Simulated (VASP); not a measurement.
# TiH (I-4m2) in VASP: single point with PBEsol

Aim: the single point of TiH with PBEsol.

Program: VASP 6.6.1. These are calculated values, not measurements. Logs are shortened: lines on timing, memory, paths and dates and some standing lists are left out, and cuts for length are marked.

### Step 1. The cell of the first run

It takes space group I-4m2 (No. 119, tetragonal). The conventional cell has a = 3.291 Å, b = 3.291 Å, c = 5.013 Å, α = 90.00°, β = 90.00°, γ = 90.00°. Within 2.7 Å of Ti (site symmetry -4m2) lie 4 H at 2.07 Å. H (site symmetry -4m2) has 4 Ti at 2.07 Å within 2.7 Å.

### Step 2. Single point, PBEsol (Zr replaced by Ti, lengths x 0.956, strained)

Input file INCAR:

```
ALGO = Normal ; EDIFF = 1E-6
ENCUT = 520 ; GGA = PS
ISIF = 2 ; ISMEAR = 0
LASPH = T ; LCHARG = T
LELF = T ; LREAL = F
LVHAR = T ; LWAVE = F
NBANDS = 14 ; NELM = 80
PREC = Accurate ; SIGMA = 0.1
```

Input file KPOINTS:

```
k-points
0
Gamma
  18 18 18
```

Input file POSCAR:

```
TiH
1.0
   -1.6453460205      1.6453460205      2.5065897413
    1.6453460205     -1.6453460205      2.5065897413
    1.6453460205      1.6453460205     -2.5065897413
Ti H
1 1
Direct
    0.0000000000      0.0000000000      0.0000000000
    0.7500000000      0.2500000000      0.5000000000
```

Potentials or basis: VASP PAW PBE potentials, release 64 (Ti_sv, H).

Command:

```sh
cat potpaw_PBE.64/Ti_sv/POTCAR potpaw_PBE.64/H/POTCAR > POTCAR
mpirun -np 1 vasp_std > vasp.out
```

OUTCAR:

```text
EDIFF = 1E-6
   ENCUT = 520
   GGA = PS
   ISIF = 2
   ISMEAR = 0
   LASPH = T
   LREAL = F
   NELM = 80
   PREC = Accurate

 ion  position               nearest neighbor table
   1  0.000  0.000  0.000-
   2  0.750  0.250  0.500-

  LATTYP: Found a body centered tetragonal cell.
 ALAT       =     3.2906920410
 C/A-ratio  =     1.5234423094

  Lattice vectors:

 A1 = (  -1.6453460205,   1.6453460205,   2.5065897413)
 A2 = (   1.6453460205,  -1.6453460205,   2.5065897413)
 A3 = (   1.6453460205,   1.6453460205,  -2.5065897413)

Analysis of symmetry for initial positions (statically):
=====================================================================
 Subroutine PRICEL returns:
 Original cell was already a primitive cell.

 Routine SETGRP: Setting up the symmetry group for a
 body centered tetragonal supercell.

 Subroutine GETGRP returns: Found  8 space group operations
 (whereof  8 operations were pure point group operations)
 out of a pool of 16 trial point group operations.

The static configuration has the point symmetry D_2d.

Analysis of symmetry for dynamics (positions and initial velocities):
=====================================================================
 Subroutine PRICEL returns:
 Original cell was already a primitive cell.

 Routine SETGRP: Setting up the symmetry group for a
 body centered tetragonal supercell.

 Subroutine GETGRP returns: Found  8 space group operations
 (whereof  8 operations were pure point group operations)
 out of a pool of 16 trial point group operations.

The dynamic configuration has the point symmetry D_2d.

 Subroutine INISYM returns: Found  8 space group operations
 (whereof  8 operations are pure point group operations),
 and found     1 'primitive' translations

----------------------------------------------------------------------------------------

                                     Primitive cell

  volume of cell :      27.1430

  direct lattice vectors                    reciprocal lattice vectors
    -1.645346020  1.645346020  2.506589741     0.000000000  0.303887446  0.199474207
     1.645346020 -1.645346020  2.506589741     0.303887446  0.000000000  0.199474207
     1.645346020  1.645346020 -2.506589741     0.303887446  0.303887446  0.000000000

  length of vectors
     3.420134381  3.420134381  3.420134381     0.363507275  0.363507275  0.429761748

  position of ions in fractional coordinates (direct lattice)
     0.000000000  0.000000000  0.000000000
     0.750000000  0.250000000  0.500000000

  ion indices of the primitive-cell ions
[... 81 lines left out ...]
   ISIF   =      2    stress and relaxation
   ISYM   =      2    0-nonsym 1-usesym 2-fastsym
   POTIM  = 0.5000    time-step for ionic-motion
   TEBEG  =    0.0;   TEEND  =   0.0 temperature during run
   PSTRESS=    0.0 pullay stress
   NELECT =      13.0000    total number of electrons
   NUPDOWN=      -1.0000    fix difference up-down
   EMIN   =  10.00;   EMAX   =-10.00  energy-range for DOS
   EFERMI =   0.00;   METHOD = LEGACY
   ISMEAR =     0;   SIGMA  =   0.10  broadening in eV -4-tet -1-fermi 0-gaus
   EFERMI_NEDOS =   21; number of points for ismear=-14 and -15
   IALGO  =     38    algorithm
   IMIX   =      4    mixing-type and parameters
     AMIX     =   0.40;   BMIX     =  1.00
     AMIX_MAG =   1.60;   BMIX_MAG =  1.00
  volume/ion in A,a.u.               =      13.57        91.58
  Fermi-wavevector in a.u.,A,eV,Ry     =   1.280865  2.420484 22.321925  1.640615
  Thomas-Fermi vector in A             =   2.413268
   LORBIT       =      0    0 simple, 1 ext, 2 COOP (PROOUT), +10 PAW based schemes
   GGA     = PS    functional components
   LHFCALC =     F    Hartree Fock is set to
   AEXX    =    0.0000 exact exchange contribution
   IVDW    =     0    specifies the selected vdW correction
   LEPSILON=     F    determine dielectric tensor
   LRPA    =     F    only Hartree local field effects (RPA)
 non-spin polarized calculation
 Gauss-broadening in eV      SIGMA  =   0.10
  energy-cutoff  :      520.00
  volume of cell :       27.14
 maximum number of plane-waves:       752
 NGX is ok and might be reduce to    28
   NGX = 13   NGY = 13   NGZ = 13

 number of electron      13.0000004 magnetization

 Free energy of the ion-electron system (eV)
  ---------------------------------------------------
  ext. energy  EPLUGINS =         0.00000000
  ---------------------------------------------------
  free energy    TOTEN  =       -11.64818980 eV

  energy without entropy =      -11.63667493  energy(sigma->0) =      -11.64243236

 E-fermi :   4.6732     XC(G=0): -10.1903

 val. band max:        4.6714757365   @ k =   0.0556   0.0556   0.0000
 cond. band min:       4.6734303316   @ k =   0.3889   0.3889   0.0556
 fundamental gap:      0.0019545951
 Fermi energy:         4.6732014470

 k-point     1 :       0.0000    0.0000    0.0000
  band No.  band energies     occupation
      1     -52.5292      2.00000
      2     -28.7723      2.00000
      3     -28.7525      2.00000
      4     -28.7525      2.00000
      5      -2.7848      2.00000
      6       4.7634      0.20191
      7       5.1032      0.00000
      8       5.1032      0.00000
      9       5.8170      0.00000
     10       6.2418      0.00000
     11      10.2416      0.00000
     12      19.0252      0.00000
     13      19.6647      0.00000
     14      19.6647      0.00000
[... 377 lines left out ...]
      1     -52.5218      2.00000
      2     -28.8168      2.00000
      3     -28.7793      2.00000
      4     -28.7593      2.00000
      5      -2.0209      2.00000
      6       4.1981      2.00000
      7       5.0334      0.00000
      8       5.3104      0.00000
      9       5.9003      0.00000
     10       6.1037      0.00000
     11      10.8275      0.00000
     12      15.2422      0.00000
     13      17.6681      0.00000
     14      19.6100      0.00000

 [... further k-points ...]
[... 5 lines left out ...]
  --------------------------------------------------------------------------------------
  -------------------------------------------------------------------------------------
  Total       -3.7415341     -3.7415341     -4.1519013      0.0000000      0.0000000      0.0000000
  in kB     -220.8526202   -220.8526202   -245.0754790      0.0000000      0.0000000      0.0000000
  external PRESSURE =    -228.9269064 kB  Pullay stress =       0.0000000 kB

 VOLUME and BASIS-vectors are now :
 -----------------------------------------------------------------------------
  energy-cutoff  :      520.00
  volume of cell :       27.14
      direct lattice vectors                 reciprocal lattice vectors
    -1.645346020  1.645346020  2.506589741     0.000000000  0.303887446  0.199474207
     1.645346020 -1.645346020  2.506589741     0.303887446  0.000000000  0.199474207
     1.645346020  1.645346020 -2.506589741     0.303887446  0.303887446  0.000000000

 POSITION                                       TOTAL-FORCE (eV/Angst)
 -----------------------------------------------------------------------------------
      0.00000      0.00000      0.00000        -0.000000     -0.000000     -0.000000
      0.00000      1.64535      1.25329         0.000000      0.000000      0.000000
 -----------------------------------------------------------------------------------
    total drift:                               -0.000000      0.000000      0.000000

  FREE ENERGIE OF THE ION-ELECTRON SYSTEM (eV)
  ---------------------------------------------------
  free  energy   TOTEN  =       -11.6481897986 eV

  energy  without entropy=      -11.6366749260  energy(sigma->0) =      -11.64243236
```

stdout:

```text
POSCAR found type information on POSCAR TiH
 POSCAR found :  2 types and       2 ions
 scaLAPACK will be used
 -----------------------------------------------------------------------------
|                                                                             |
|                                                                             |
|     You enforced a specific xc type in the INCAR file but a different       |
|     I HOPE YOU KNOW WHAT YOU ARE DOING!                                     |
|                                                                             |
 -----------------------------------------------------------------------------

 LDA part: xc-table for (Slater+PW92), standard interpolation
 POSCAR, INCAR and KPOINTS ok, starting setup
 FFT: planning ... GRIDC
 FFT: planning ... GRID_SOFT
 FFT: planning ... GRID
 WAVECAR not read
 entering main loop
```

It took 3.4 min on 1 thread of Oxide Virtual Turin-like, shared host; peak memory 0.27 GiB.

What came out:

```
Free energy : -11.6482 eV
Pressure    : -22.9 GPa
```

Stress tensor (GPa, compression positive):
```
-22.09   0.00   0.00
  0.00 -22.09   0.00
  0.00   0.00 -24.51
```

Caveat: the cell differs from its parent crystal (Zr replaced by Ti, lengths x 0.956, strained); the PAW data sets were made with another functional, which shifts forces and pressure a little.
